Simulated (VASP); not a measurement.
# Ta2F (P-3m1) in VASP: a series of runs

Ta2F is run at these levels: PBE; tasks: single point, relaxation of cell and atoms.

All numbers are computed with VASP 6.6.1; they aren't measurements. Logs are shortened: lines on timing, memory, paths and dates and some standing lists are left out, and cuts for length are marked.

## 1. The cell of the first run

The structure is trigonal, space group P-3m1 (No. 164). Conventional cell: a = 2.935 Å, b = 2.935 Å, c = 13.241 Å, α = 90.00°, β = 90.00°, γ = 120.00°. Within 2.9 Å of Ta (site symmetry 3m) lie 3 F at 2.22 Å. Within 3.9 Å of Ta (site symmetry 3m) lie 12 Ta at 2.94 to 3.04 Å. F (site symmetry 3m) has 3 Ta at 2.22 Å within 2.9 Å.

## 2. Single point, PBE

INCAR reads:

```
PREC = Accurate ; ENCUT = 520
EDIFF = 1E-6 ; ISMEAR = 0
SIGMA = 0.2 ; LREAL = F
LASPH = T ; NELM = 60
ALGO = Normal ; ISIF = 2
LWAVE = F ; LCHARG = F
GGA = PE ; NBANDS = 38
```

KPOINTS reads:

```
Automatic mesh
0
Gamma
  6 6 2
```

POSCAR reads:

```
Ta2F
1.0
    2.9351921368      0.0000000000      0.0000000000
   -1.4675960684      2.5419509555      0.0000000000
    0.0000000000      0.0000000000     13.2409130312
Ta F
4 2
Direct
    0.0000000000      0.0000000000      0.2849905402
    0.0000000000      0.0000000000      0.7150094598
    0.3333333333      0.6666666667      0.0951556383
    0.6666666667      0.3333333333      0.9048443617
    0.6666666667      0.3333333333      0.3936497281
    0.3333333333      0.6666666667      0.6063502719
```

Potentials or basis: VASP PAW PBE potentials, release 64 (Ta_pv, F).

Started as:

```sh
cat potpaw_PBE.64/Ta_pv/POTCAR potpaw_PBE.64/F/POTCAR > POTCAR
mpirun -np 1 vasp_std > vasp.out
```

OUTCAR:

```text
PREC = Accurate
   ENCUT = 520
   EDIFF = 1E-6
   ISMEAR = 0
   LREAL = F
   LASPH = T
   NELM = 60
   ISIF = 2
   GGA = PE

 ion  position               nearest neighbor table
   1  0.000  0.000  0.285-   5 2.22   5 2.22   5 2.22   3 3.03   3 3.03   3 3.03
   2  0.000  0.000  0.715-   6 2.22   6 2.22   6 2.22   4 3.03   4 3.03   4 3.03
   3  0.333  0.667  0.095-   1 3.03   1 3.03   1 3.03   4 3.04   4 3.04   4 3.04
   4  0.667  0.333  0.905-   2 3.03   2 3.03   2 3.03   3 3.04   3 3.04   3 3.04
   5  0.667  0.333  0.394-   1 2.22   1 2.22   1 2.22
   6  0.333  0.667  0.606-   2 2.22   2 2.22   2 2.22

  LATTYP: Found a hexagonal cell.
 ALAT       =     2.9351921368
 C/A-ratio  =     4.5110890238

  Lattice vectors:

 A1 = (   2.9351921368,   0.0000000000,   0.0000000000)
 A2 = (  -1.4675960684,   2.5419509555,   0.0000000000)
 A3 = (   0.0000000000,   0.0000000000,  13.2409130312)

Analysis of symmetry for initial positions (statically):
=====================================================================
 Subroutine PRICEL returns:
 Original cell was already a primitive cell.

 Routine SETGRP: Setting up the symmetry group for a
 hexagonal supercell.

 Subroutine GETGRP returns: Found 12 space group operations
 (whereof 12 operations were pure point group operations)
 out of a pool of 24 trial point group operations.

The static configuration has the point symmetry D_3d.

Analysis of symmetry for dynamics (positions and initial velocities):
=====================================================================
 Subroutine PRICEL returns:
 Original cell was already a primitive cell.

 Routine SETGRP: Setting up the symmetry group for a
 hexagonal supercell.

 Subroutine GETGRP returns: Found 12 space group operations
 (whereof 12 operations were pure point group operations)
 out of a pool of 24 trial point group operations.

The dynamic configuration has the point symmetry D_3d.

 Subroutine INISYM returns: Found 12 space group operations
 (whereof 12 operations are pure point group operations),
 and found     1 'primitive' translations

----------------------------------------------------------------------------------------

                                     Primitive cell

  volume of cell :      98.7920

  direct lattice vectors                    reciprocal lattice vectors
     2.935192137  0.000000000  0.000000000     0.340693199  0.196699310  0.000000000
    -1.467596068  2.541950955  0.000000000     0.000000000  0.393398621  0.000000000
     0.000000000  0.000000000 13.240913031     0.000000000  0.000000000  0.075523493

  length of vectors
     2.935192137  2.935192137 13.240913031     0.393398621  0.393398621  0.075523493

  position of ions in fractional coordinates (direct lattice)
     0.000000000  0.000000000  0.284990540
     0.000000000  0.000000000  0.715009460
     0.333333333  0.666666667  0.095155638
     0.666666667  0.333333333  0.904844362
     0.666666667  0.333333333  0.393649728
     0.333333333  0.666666667  0.606350272

  ion indices of the primitive-cell ions
   primitive index   ion index
                 1           1
                 2           2
                 3           3
                 4           4
                 5           5
                 6           6

----------------------------------------------------------------------------------------

 KPOINTS: Automatic mesh

Automatic generation of k-mesh.
 Grid dimensions read from file:
 generate k-points for:    6    6    2

 Generating k-lattice:

  Cartesian coordinates                     Fractional coordinates (reciprocal lattice)
     0.056782200  0.032783218  0.000000000     0.166666667  0.000000000  0.000000000
     0.000000000  0.065566437  0.000000000     0.000000000  0.166666667  0.000000000
     0.000000000  0.000000000  0.037761746     0.000000000  0.000000000  0.500000000

  Length of vectors
     0.065566437  0.065566437  0.037761746

  Shift w.r.t. Gamma in fractional coordinates (k-lattice)
     0.000000000  0.000000000  0.000000000

 Subroutine IBZKPT returns following result:
 ===========================================

 Found     14 irreducible k-points:

 Following reciprocal coordinates:
            Coordinates               Weight
  0.000000  0.000000  0.000000      1.000000
  0.166667  0.000000  0.000000      6.000000
  0.333333 -0.000000  0.000000      6.000000
  0.500000  0.000000  0.000000      3.000000
  0.166667  0.166667  0.000000      6.000000
  0.333333  0.166667  0.000000     12.000000
  0.333333  0.333333  0.000000      2.000000
  0.000000  0.000000  0.500000      1.000000
  0.166667  0.000000  0.500000      6.000000
  0.333333 -0.000000  0.500000      6.000000
  0.500000  0.000000  0.500000      3.000000
  0.166667  0.166667  0.500000      6.000000
  0.333333  0.166667  0.500000     12.000000
  0.333333  0.333333  0.500000      2.000000
   k-points           NKPTS =     14   k-points in BZ     NKDIM =     14   number of bands    NBANDS=     38
   number of dos      NEDOS =    301   number of ions     NIONS =      6
   total plane-waves  NPLWV =  56448
   dimension x,y,z NGX =    24 NGY =   24 NGZ =   98
   dimension x,y,z NGXF=    48 NGYF=   48 NGZF=  196
   ions per type =               4   2
   NGX,Y,Z   is equivalent  to a cutoff of  13.59, 13.59, 12.30 a.u.
   NGXF,Y,Z  is equivalent  to a cutoff of  27.19, 27.19, 24.61 a.u.
 SYSTEM =  unknown system
   PREC   = accura    normal or accurate (medium, high low for compatibility)
   ISTART =      0    job   : 0-new  1-cont  2-samecut
   ICHARG =      2    charge: 1-file 2-atom 10-const
   ISPIN  =      1    spin polarized calculation?
   LNONCOLLINEAR =      F non collinear calculations
   LSORBIT =      F    spin-orbit coupling
   LASPH  =      T    aspherical Exc in radial PAW
   ENCUT  =  520.0 eV  38.22 Ry    6.18 a.u.   5.46  5.46 24.62*2*pi/ulx,y,z
   NELM   =     60;   NELMIN=  2; NELMDL= -5     # of ELM steps
   EDIFF  = 0.1E-05   stopping-criterion for ELM
   LREAL  =      F    real-space projection
   EDIFFG = 0.1E-04   stopping-criterion for IOM
   NSW    =      0    number of steps for IOM
   IBRION =     -1    ionic relax: 0-MD 1-quasi-New 2-CG
   NFREE  =      0    steps in history (QN), initial steepest desc. (CG)
   ISIF   =      2    stress and relaxation
   ISYM   =      2    0-nonsym 1-usesym 2-fastsym
   POTIM  = 0.5000    time-step for ionic-motion
   TEBEG  =    0.0;   TEEND  =   0.0 temperature during run
   PSTRESS=    0.0 pullay stress
   NELECT =      58.0000    total number of electrons
   NUPDOWN=      -1.0000    fix difference up-down
   EMIN   =  10.00;   EMAX   =-10.00  energy-range for DOS
   EFERMI =   0.00;   METHOD = LEGACY
   ISMEAR =     0;   SIGMA  =   0.20  broadening in eV -4-tet -1-fermi 0-gaus
   EFERMI_NEDOS =   21; number of points for ismear=-14 and -15
   IALGO  =     38    algorithm
   IMIX   =      4    mixing-type and parameters
     AMIX     =   0.40;   BMIX     =  1.00
     AMIX_MAG =   1.60;   BMIX_MAG =  1.00
  volume/ion in A,a.u.               =      16.47       111.11
  Fermi-wavevector in a.u.,A,eV,Ry     =   1.370809  2.590453 25.566944  1.879117
  Thomas-Fermi vector in A             =   2.496562
   LORBIT       =      0    0 simple, 1 ext, 2 COOP (PROOUT), +10 PAW based schemes
   GGA     = PE    functional components
   LHFCALC =     F    Hartree Fock is set to
   AEXX    =    0.0000 exact exchange contribution
   IVDW    =     0    specifies the selected vdW correction
   LEPSILON=     F    determine dielectric tensor
   LRPA    =     F    only Hartree local field effects (RPA)
 non-spin polarized calculation
 Gauss-broadening in eV      SIGMA  =   0.20
  energy-cutoff  :      520.00
  volume of cell :       98.79
 maximum number of plane-waves:      2725
 NGX is ok and might be reduce to    24
   NGX = 11   NGY = 11   NGZ = 49

 number of electron      58.0000003 magnetization

 Free energy of the ion-electron system (eV)
  ---------------------------------------------------
  ext. energy  EPLUGINS =         0.00000000
  ---------------------------------------------------
  free energy    TOTEN  =       -56.76484680 eV

  energy without entropy =      -56.64722998  energy(sigma->0) =      -56.70603839

 E-fermi :   4.9030     XC(G=0): -11.4243

 val. band max:        4.9005191704   @ k =   0.3333   0.1667   0.0000
 cond. band min:       4.9911638543   @ k =   0.1667   0.0000   0.0000
 fundamental gap:      0.0906446839
 Fermi energy:         4.9029875764

 k-point     1 :       0.0000    0.0000    0.0000
  band No.  band energies     occupation
      1     -30.4230      2.00000
      2     -30.4089      2.00000
      3     -29.7243      2.00000
      4     -29.7243      2.00000
      5     -29.7243      2.00000
      6     -29.7243      2.00000
[... 30 lines left out ...]
     37       7.8971      0.00000
     38       7.9275      0.00000

 k-point     2 :       0.1667    0.0000    0.0000
  band No.  band energies     occupation
      1     -30.3633      2.00000
      2     -30.3550      2.00000
      3     -29.9880      2.00000
      4     -29.9838      2.00000
      5     -29.7800      2.00000
      6     -29.7800      2.00000
[... 30 lines left out ...]
     37       7.1827      0.00000
     38       7.4709      0.00000

 k-point     3 :       0.3333   -0.0000    0.0000
  band No.  band energies     occupation
      1     -30.4838      2.00000
      2     -30.4824      2.00000
      3     -30.2331      2.00000
      4     -30.2287      2.00000
      5     -29.8895      2.00000
      6     -29.8894      2.00000
[... 30 lines left out ...]
     37       8.5437      0.00000
[... 371 lines left out ...]
 k-point    13 :       0.3333    0.1667    0.5000
  band No.  band energies     occupation
      1     -30.5875      2.00000
      2     -30.5870      2.00000
      3     -30.1788      2.00000
      4     -30.1760      2.00000
      5     -30.0802      2.00000
      6     -30.0786      2.00000
[... 30 lines left out ...]
     37       8.6921      0.00000
     38       9.3664      0.00000

 k-point    14 :       0.3333    0.3333    0.5000
  band No.  band energies     occupation
      1     -30.4485      2.00000
      2     -30.4485      2.00000
      3     -30.3736      2.00000
      4     -30.3736      2.00000
      5     -30.1462      2.00000
      6     -30.1437      2.00000
[... 30 lines left out ...]
     37       8.2728      0.00000
     38       8.6202      0.00000

------------------------ aborting loop because EDIFF is reached ----------------------------------------

  FORCE on cell =-STRESS in cart. coord.  units (eV):
  Direction    XX          YY          ZZ          XY          YZ          ZX
  --------------------------------------------------------------------------------------
  -------------------------------------------------------------------------------------
  Total        0.1856320      0.1856320      0.3822933      0.0000000      0.0000000     -0.0000000
  in kB        3.0105217      3.0105217      6.1999131      0.0000000      0.0000000     -0.0000000
  external PRESSURE =       4.0736522 kB  Pullay stress =       0.0000000 kB

 VOLUME and BASIS-vectors are now :
 -----------------------------------------------------------------------------
  energy-cutoff  :      520.00
  volume of cell :       98.79
      direct lattice vectors                 reciprocal lattice vectors
     2.935192137  0.000000000  0.000000000     0.340693199  0.196699310  0.000000000
    -1.467596068  2.541950955  0.000000000     0.000000000  0.393398621  0.000000000
     0.000000000  0.000000000 13.240913031     0.000000000  0.000000000  0.075523493

 POSITION                                       TOTAL-FORCE (eV/Angst)
 -----------------------------------------------------------------------------------
      0.00000      0.00000      3.77353         0.000000      0.000000     -0.091467
      0.00000      0.00000      9.46738         0.000000     -0.000000      0.091467
     -0.00000      1.69463      1.25995         0.000000     -0.000000      0.019615
      1.46760      0.84732     11.98097        -0.000000      0.000000     -0.019615
      1.46760      0.84732      5.21228        -0.000000      0.000000      0.071175
     -0.00000      1.69463      8.02863         0.000000     -0.000000     -0.071175
 -----------------------------------------------------------------------------------
    total drift:                                0.000000      0.000000      0.000000

  FREE ENERGIE OF THE ION-ELECTRON SYSTEM (eV)
  ---------------------------------------------------
  free  energy   TOTEN  =       -56.7648467953 eV

  energy  without entropy=      -56.6472299758  energy(sigma->0) =      -56.70603839
```

It took 51 s on 1 thread of Intel Xeon Platinum 8488C (Sapphire Rapids), shared host; peak memory 0.24 GiB.

What came out:

- Free energy: -56.7648 eV
- Pressure: 0.4 GPa
- Largest force: 0.091 eV/Å
- Band gap on the k mesh: zero (band 29 reaches 5.10 eV, above the bottom of band 30 at 4.90 eV)

Forces in eV/Å, atoms in the order of the input:
```
Ta   0.000  0.000 -0.091
Ta   0.000  0.000  0.091
Ta   0.000  0.000  0.020
Ta   0.000  0.000 -0.020
F    0.000  0.000  0.071
F    0.000  0.000 -0.071
```

Caveat: the k points lie up to 0.41 Å⁻¹ apart; spin-orbit coupling is left out, which moves the levels of the heavy elements.

## 3. Single point, PBE, collinear spin, ferromagnetic start

INCAR reads:

```
SYSTEM = Ta2F
PREC = Accurate
ENCUT = 520
EDIFF = 1E-7
ISMEAR = 0
SIGMA = 0.1
LREAL = .FALSE.
LASPH = .TRUE.
NELM = 150
ALGO = Normal
ISIF = 2
LWAVE = .FALSE.
LCHARG = .FALSE.
ISPIN = 2
MAGMOM = 1 1 1 1 0 0
LORBIT = 11
LMAXMIX = 4
GGA = PE
NBANDS = 42
```

KPOINTS reads:

```
Automatic mesh
0
G
  6 6 2
  0 0 0
```

POSCAR is that of step 2.

Potentials or basis: VASP PAW PBE potentials, release 64 (Ta_pv, F).

Started as:

```sh
cat potpaw_PBE.64/Ta_pv/POTCAR potpaw_PBE.64/F/POTCAR > POTCAR
mpirun -np 1 vasp_std > vasp.out
```

It took 3 min on 1 thread of Intel Xeon 6975P-C, shared host; peak memory 0.31 GiB.

It converged, with:

```yaml
Free_energy: -56.7132 eV
Pressure: 0.5 GPa
Largest_force: 0.108 eV/Å
Band_gap_on_the_k_mesh: zero (filled and empty bands overlap)
Net_moment: 0.00 μB per cell
Valence_electrons_inside_the_program's_atomic_spheres: Ta 8.82, 8.83; F 6.08
```

Forces in eV/Å, atoms in the order of the input:
```
Ta   0.000  0.000 -0.108
Ta   0.000  0.000  0.108
Ta   0.000  0.000  0.051
Ta   0.000  0.000 -0.051
F    0.000  0.000  0.069
F    0.000  0.000 -0.069
```

Levels at points of the mesh, in eV from the Fermi level:
Spin up:
```tsv
k point	band 25	band 26	band 27	band 28	band 29	band 30	band 31	band 32	band 33	band 34
(0.00, 0.00, 0.00)	-0.98	-0.79	-0.40	0.19	0.19	0.28	0.28	0.78	0.78	0.81
(0.50, 0.00, 0.00)	-2.92	-2.04	-1.24	-0.71	-0.01	0.95	0.95	1.96	3.49	4.05
(0.00, 0.00, 0.50)	-0.98	-0.78	-0.39	0.19	0.19	0.28	0.28	0.77	0.77	0.81
(0.50, 0.00, 0.50)	-2.96	-2.04	-1.24	-0.71	-0.01	0.95	0.96	1.95	3.49	4.09
```
Spin down:
| k point | band 25 | band 26 | band 27 | band 28 | band 29 | band 30 | band 31 | band 32 | band 33 | band 34 |
| --- | --- | --- | --- | --- | --- | --- | --- | --- | --- | --- |
| (0.00, 0.00, 0.00) | -0.98 | -0.79 | -0.40 | 0.19 | 0.19 | 0.28 | 0.28 | 0.78 | 0.78 | 0.81 |
| (0.50, 0.00, 0.00) | -2.92 | -2.04 | -1.24 | -0.71 | -0.01 | 0.95 | 0.95 | 1.96 | 3.49 | 4.05 |
| (0.00, 0.00, 0.50) | -0.98 | -0.78 | -0.39 | 0.19 | 0.19 | 0.28 | 0.28 | 0.77 | 0.77 | 0.81 |
| (0.50, 0.00, 0.50) | -2.96 | -2.04 | -1.24 | -0.71 | -0.01 | 0.95 | 0.96 | 1.95 | 3.49 | 4.09 |

Caveat: the k points lie up to 0.41 Å⁻¹ apart; spin-orbit coupling is left out, which moves the levels of the heavy elements.

[end of part 1 of 3]
